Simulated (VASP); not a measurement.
# Ga2SnO3 (P-3m1) in VASP: further runs, part 2 of 2

VASP 6.6.1.

### 5 Single point, PBE

This run uses another cell than the first one, of 17.24 Å³/atom.

INCAR reads:

```
SYSTEM = Ga2SnO3
ALGO = Normal
EDIFF = 1E-7
ENCUT = 520
GGA = PE
ISIF = 2
ISMEAR = 0
LASPH = .True.
LCHARG = .False.
LREAL = .False.
LWAVE = .False.
NBANDS = 38
NELM = 60
PREC = Accurate
SIGMA = 0.1
```

KPOINTS reads:

```
k-points
0
Gamma
  12 12 4
  0 0 0
```

POSCAR reads:

```
Ga2SnO3
1.0
    3.0482555314      0.0000000000      0.0000000000
   -1.5241277657      2.6398667274      0.0000000000
    0.0000000000      0.0000000000     12.8550443672
Ga Sn O
2 1 3
Direct
    0.3333333333      0.6666666667      0.1098013560
    0.6666666667      0.3333333333      0.8901986440
    0.0000000000      0.0000000000      0.5000000000
    0.3333333333      0.6666666667      0.8326970059
    0.6666666667      0.3333333333      0.1673029941
    0.0000000000      0.0000000000      0.0000000000
```

Potentials or basis: VASP PAW PBE potentials, release 64 (Ga_d, Sn_d, O).

On the command line:

```
$ cat potpaw_PBE.64/Ga_d/POTCAR potpaw_PBE.64/Sn_d/POTCAR potpaw_PBE.64/O/POTCAR > POTCAR
$ mpirun -np 1 vasp_std > vasp.out
```

OUTCAR:

```text
SYSTEM = Ga2SnO3
   EDIFF = 1E-7
   ENCUT = 520
   GGA = PE
   ISIF = 2
   ISMEAR = 0
   LASPH = .True.
   LREAL = .False.
   NELM = 60
   PREC = Accurate

 ion  position               nearest neighbor table
   1  0.333  0.667  0.110-   5 1.91   5 1.91   5 1.91   6 2.26   6 2.26   6 2.26
   2  0.667  0.333  0.890-   4 1.91   4 1.91   4 1.91   6 2.26   6 2.26   6 2.26
   3  0.000  0.000  0.500-
   4  0.333  0.667  0.833-   2 1.91   2 1.91   2 1.91
   5  0.667  0.333  0.167-   1 1.91   1 1.91   1 1.91
   6  0.000  0.000  0.000-   1 2.26   2 2.26   1 2.26   2 2.26   2 2.26   1 2.26

  LATTYP: Found a hexagonal cell.
 ALAT       =     3.0482555314
 C/A-ratio  =     4.2171806907

  Lattice vectors:

 A1 = (   3.0482555314,   0.0000000000,   0.0000000000)
 A2 = (  -1.5241277657,   2.6398667274,   0.0000000000)
 A3 = (   0.0000000000,   0.0000000000,  12.8550443672)

Analysis of symmetry for initial positions (statically):
=====================================================================
 Subroutine PRICEL returns:
 Original cell was already a primitive cell.
[... 175 lines left out ...]
  free energy    TOTEN  =       -32.35266191 eV

  energy without entropy =      -32.34522992  energy(sigma->0) =      -32.34894591

 E-fermi :   4.5158     XC(G=0):  -9.4093

 val. band max:        4.5027579885   @ k =   0.0833  -0.0000   0.0000
 cond. band min:       4.5241838724   @ k =   0.0000   0.3333   0.2500
 fundamental gap:      0.0214258838
 Fermi energy:         4.5158221067

 k-point     1 :       0.0000    0.0000    0.0000
  band No.  band energies     occupation
      1     -17.2360      2.00000
      2     -17.1573      2.00000
      3     -17.1573      2.00000
      4     -16.9652      2.00000
      5     -16.9652      2.00000
      6     -16.9214      2.00000
[... 973 lines left out ...]
     37      12.9516      0.00000
     38      13.4676      0.00000

 [... further k-points ...]
[... 5 lines left out ...]
  --------------------------------------------------------------------------------------
  -------------------------------------------------------------------------------------
  Total        0.3134130      0.3134130      0.1175522      0.0000000     -0.0000000     -0.0000000
  in kB        4.8542338      4.8542338      1.8206829      0.0000000     -0.0000000     -0.0000000
  external PRESSURE =       3.8430501 kB  Pullay stress =       0.0000000 kB

 VOLUME and BASIS-vectors are now :
 -----------------------------------------------------------------------------
  energy-cutoff  :      520.00
  volume of cell :      103.44
      direct lattice vectors                 reciprocal lattice vectors
     3.048255531  0.000000000  0.000000000     0.328056487  0.189403501  0.000000000
    -1.524127766  2.639866727  0.000000000     0.000000000  0.378807002  0.000000000
     0.000000000  0.000000000 12.855044367     0.000000000  0.000000000  0.077790474

 POSITION                                       TOTAL-FORCE (eV/Angst)
 -----------------------------------------------------------------------------------
     -0.00000      1.75991      1.41150        -0.000000      0.000000      0.011544
      1.52413      0.87996     11.44354        -0.000000     -0.000000     -0.011544
      0.00000      0.00000      6.42752         0.000000      0.000000     -0.000000
     -0.00000      1.75991     10.70436        -0.000000      0.000000     -0.034509
      1.52413      0.87996      2.15069         0.000000      0.000000      0.034509
      0.00000      0.00000      0.00000         0.000000      0.000000     -0.000000
 -----------------------------------------------------------------------------------
    total drift:                                0.000000      0.000000      0.000000

  FREE ENERGIE OF THE ION-ELECTRON SYSTEM (eV)
  ---------------------------------------------------
  free  energy   TOTEN  =       -32.3526619104 eV

  energy  without entropy=      -32.3452299190  energy(sigma->0) =      -32.34894591
```

OSZICAR:

```text
N       E                     dE             d eps       ncg     rms          rms(c)
DAV:   1     0.654442148544E+03    0.65444E+03   -0.27945E+04  5640   0.246E+03
DAV:   2     0.782406137600E+02   -0.57620E+03   -0.54582E+03  5664   0.652E+02
DAV:   3    -0.300438287720E+02   -0.10828E+03   -0.10646E+03  5894   0.207E+02
DAV:   4    -0.369902159264E+02   -0.69464E+01   -0.68994E+01  7094   0.573E+01
DAV:   5    -0.371450629277E+02   -0.15485E+00   -0.15458E+00  6290   0.842E+00    0.127E+01
DAV:   6    -0.323625385627E+02    0.47825E+01   -0.16610E+01  8784   0.427E+01    0.408E+00
DAV:   7    -0.324059822438E+02   -0.43444E-01   -0.17639E+00  5732   0.752E+00    0.278E+00
DAV:   8    -0.323926719457E+02    0.13310E-01   -0.46426E-01  7850   0.498E+00    0.127E+00
DAV:   9    -0.323517727758E+02    0.40899E-01   -0.99539E-02  7510   0.316E+00    0.325E-01
DAV:  10    -0.323520410086E+02   -0.26823E-03   -0.20100E-02  6818   0.821E-01    0.119E-01
DAV:  11    -0.323525864641E+02   -0.54546E-03   -0.24100E-03  6512   0.415E-01    0.458E-02
DAV:  12    -0.323526523644E+02   -0.65900E-04   -0.26218E-04  6632   0.102E-01    0.175E-02
DAV:  13    -0.323526555832E+02   -0.32188E-05   -0.42622E-05  6922   0.418E-02    0.893E-03
DAV:  14    -0.323526612433E+02   -0.56601E-05   -0.24472E-05  7818   0.449E-02    0.101E-02
DAV:  15    -0.323526619813E+02   -0.73803E-06   -0.94370E-06  7246   0.247E-02    0.167E-03
DAV:  16    -0.323526619104E+02    0.70854E-07   -0.71054E-07  6072   0.578E-03
   1 F= -.32352662E+02 E0= -.32348946E+02  d E =-.743199E-02
```

stdout:

```text
POSCAR found type information on POSCAR GaSnO
 POSCAR found :  3 types and       6 ions
 scaLAPACK will be used
 LDA part: xc-table for (Slater+PW92), standard interpolation
 POSCAR, INCAR and KPOINTS ok, starting setup
 FFT: planning ... GRIDC
 FFT: planning ... GRID_SOFT
 FFT: planning ... GRID
 WAVECAR not read
 entering main loop
```

It took 2.3 min on 1 thread of Intel Xeon 6975P-C (Granite Rapids), shared host; peak memory 0.38 GiB.

Results:

```
Free energy            : -32.3527 eV
Pressure               : 0.4 GPa
Largest force          : 0.035 eV/Å
Band gap on the k mesh : zero (bands 29 and 30 overlap by 2.25 eV)
```

Forces in eV/Å, atoms in the order of the input:
```
Ga   0.000  0.000  0.012
Ga   0.000  0.000 -0.012
Sn   0.000  0.000  0.000
O    0.000  0.000 -0.035
O    0.000  0.000  0.035
O    0.000  0.000  0.000
```

Stress tensor (GPa, compression positive):
```
0.49 0.00 0.00
0.00 0.49 0.00
0.00 0.00 0.18
```

Caveat: spin-orbit coupling is left out, which moves the levels of the heavy elements.

### 6 Relaxation of cell and atoms, PBE

This run uses another cell than the first one, of 16.44 Å³/atom.

INCAR reads:

```
SYSTEM = Ga2SnO3
ALGO = Normal ; EDIFF = 1E-7
EDIFFG = -0.01 ; ENCUT = 600
GGA = PE ; IBRION = 2
ISIF = 3 ; ISMEAR = 0
LASPH = .True. ; LCHARG = .False.
LREAL = .False. ; LWAVE = .False.
NELM = 100 ; NSW = 100
PREC = Accurate ; SIGMA = 0.1
```

KPOINTS is that of step 5.

POSCAR reads:

```
Ga2SnO3
1.0
    3.0470121991      0.0000000000      0.0000000000
   -1.5235060996      2.6387899701      0.0000000000
    0.0000000000      0.0000000000     12.2691952784
Ga Sn O
2 1 3
Direct
    0.3333333333      0.6666666667      0.1150103105
    0.6666666667      0.3333333333      0.8849896895
    0.0000000000      0.0000000000      0.5000000000
    0.3333333333      0.6666666667      0.8244463882
    0.6666666667      0.3333333333      0.1755536118
    0.0000000000      0.0000000000      0.0000000000
```

Potentials or basis: VASP PAW PBE potentials, release 64 (Ga_d, Sn_d, O).

On the command line:

```
$ cat potpaw_PBE.64/Ga_d/POTCAR potpaw_PBE.64/Sn_d/POTCAR potpaw_PBE.64/O/POTCAR > POTCAR
$ mpirun -np 1 vasp_std > vasp.out
```

Wall time 5.9 min (1 thread of Intel Xeon 6975P-C (Granite Rapids), shared host); peak memory 0.42 GiB.

The run converged. Its results:

| Item | Value |
| --- | --- |
| Free energy | -32.3565 eV |
| Relaxed volume | 16.51 Å³/atom |
| Relaxed cell | a = 3.052 Å, b = 3.052 Å, c = 12.279 Å, α = 90.00°, β = 90.00°, γ = 120.00° |
| Space group after relaxing (to 0.1 Å) | P-3m1 (No. 164) |
| Energy gained by relaxing | 0.1 meV/atom |
| Ionic steps | 4 |
| Pressure after relaxing | 0.0 GPa |
| Largest force after relaxing | 0.006 eV/Å |
| Band gap on the k mesh | zero (bands 29 and 30 overlap by 2.23 eV) |

Forces on the atoms (eV/Å):
```
Ga   0.000  0.000 -0.006
Ga   0.000  0.000  0.006
Sn   0.000  0.000  0.000
O    0.000  0.000  0.000
O    0.000  0.000  0.000
O    0.000  0.000  0.000
```

Step by step:
```
step  energy change (eV)  largest force (eV/Å)  pressure (GPa)  volume (Å³)
   1              0.0000                0.0211            0.48        98.65
   2             -0.0003                0.0397           -0.35        99.35
   3             -0.0007                0.0230            0.00        99.05
   4             -0.0007                0.0059            0.00        99.07
```

Final structure:
```
Ga Sn O
1.0
     3.05233    0.00000    0.00000
    -1.52616    2.64340    0.00000
     0.00000    0.00000   12.27891
Ga Sn O
2 1 3
Direct
  0.33333 0.66667 0.11514
  0.66667 0.33333 0.88486
  0.00000 0.00000 0.50000
  0.33333 0.66667 0.82447
  0.66667 0.33333 0.17553
  0.00000 0.00000 0.00000
```

Levels at points of the mesh, in eV from the Fermi level:
| k point | band 26 | band 27 | band 28 | band 29 | band 30 | band 31 | band 32 | band 33 |
| --- | --- | --- | --- | --- | --- | --- | --- | --- |
| (0.00, 0.00, 0.00) | -3.70 | -3.70 | -3.60 | -2.22 | -0.50 | 1.85 | 3.19 | 4.88 |
| (0.50, 0.00, 0.00) | -4.44 | -4.01 | -3.55 | -3.27 | 1.31 | 1.85 | 4.12 | 4.24 |
| (0.00, 0.00, 0.50) | -3.70 | -3.70 | -3.43 | -2.48 | -0.29 | 1.65 | 3.32 | 4.80 |
| (0.50, 0.00, 0.50) | -4.46 | -3.98 | -3.55 | -3.28 | 1.25 | 1.93 | 4.07 | 4.44 |

Caveat: spin-orbit coupling is left out, which moves the levels of the heavy elements.

### 7 Overview

```csv
task,cell,k mesh,cutoff (eV),gap on the mesh (eV),pressure (GPa),relaxed volume (Å³/atom),largest force (eV/Å)
single point,"a = 3.337, b = 3.337, c = 8.518 Å, angles 90.0, 90.0, 120.0°, 6 atoms, atomic positions A",6 × 6 × 2,520,none,2.2,-,0.81
single point,"a = 3.047, b = 3.047, c = 12.269 Å, angles 90.0, 90.0, 120.0°, 6 atoms, atomic positions B",6 × 6 × 2,520,none,0.4,-,0.03
relaxation of cell and atoms,"relaxed from a = 3.337, b = 3.337, c = 8.518 Å, angles 90.0, 90.0, 120.0°, 6 atoms, atomic positions A",6 × 6 × 2,600,none,-0.1,14.72,0.03
single point,"a = 3.048, b = 3.048, c = 12.855 Å, angles 90.0, 90.0, 120.0°, 6 atoms, atomic positions C",12 × 12 × 4,520,none,0.4,-,0.03
relaxation of cell and atoms,"relaxed from a = 3.047, b = 3.047, c = 12.269 Å, angles 90.0, 90.0, 120.0°, 6 atoms, atomic positions B",12 × 12 × 4,600,none,0.0,16.51,0.01
```

Alike in all rows: level PBE; potentials or basis VASP PAW PBE potentials, release 64 (Ga_d, Sn_d, O); no spin polarisation; smearing gaussian 0.1 eV.

Caveats: some runs use coarse meshes; spin-orbit coupling is left out, which moves the levels of the heavy elements; a cell axis changed by over 15 % at a fixed basis, so the end point is rough (at least some runs).

Absolute energies hang on the potentials; compare differences alone.

The gap in the log of VASP goes by the Fermi energy; the results here count the filled bands.